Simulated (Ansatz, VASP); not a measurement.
# HOs12 in VASP and in Ansatz

```
CELL_PARAMETERS angstrom
5.48000 0.00000 0.00000
-4.11000 7.11873 0.00000
0.00000 0.00000 4.32646
ATOMIC_POSITIONS crystal
Os 0.00518 0.99807 0.99477
Os 0.17492 0.22461 0.50382
Os 0.00337 0.33741 0.99299
Os 0.16739 0.55759 0.49800
Os 0.99896 0.66619 0.00231
Os 0.16472 0.88572 0.49881
Os 0.49226 0.99690 0.99489
Os 0.66201 0.22338 0.50390
Os 0.50246 0.33576 0.99990
Os 0.66816 0.55530 0.49652
Os 0.49970 0.66390 0.00067
Os 0.66377 0.88411 0.50575
H 0.83381 0.11069 0.24904
```

Alike in both runs: functional LDA; k mesh 3 × 2 × 3; occupations fermi-dirac, width 0.1 eV; no spin polarisation.

Ansatz relaxed the structure, and its values are those at the end. VASP's run is a single point on that final structure, the one shown.

```csv
,VASP,Ansatz
version,VASP 6.6.1,Ansatz 0.2.0
potentials or method,"VASP PAW LDA potentials, release 64 (Os, H), cutoff 520 eV","scalar-relativistic, plane waves, PAW"
valence electrons in the cell,97,193
```

VASP gave:

* rms of the force components (eV/Å): 0.023

Task: What did Ansatz give for the same quantities?

Result: rms of the force components (eV/Å): 0.010.

LDA's correlation is that of Perdew and Zunger in VASP and of Perdew and Wang (1992) in Ansatz. VASP's potentials hold 97 valence electrons a cell and Ansatz's 193, so a difference there can come from the potentials and not from the codes.

The k mesh is coarse, so the values compare programs but aren't converged. Spin-orbit coupling is off throughout.
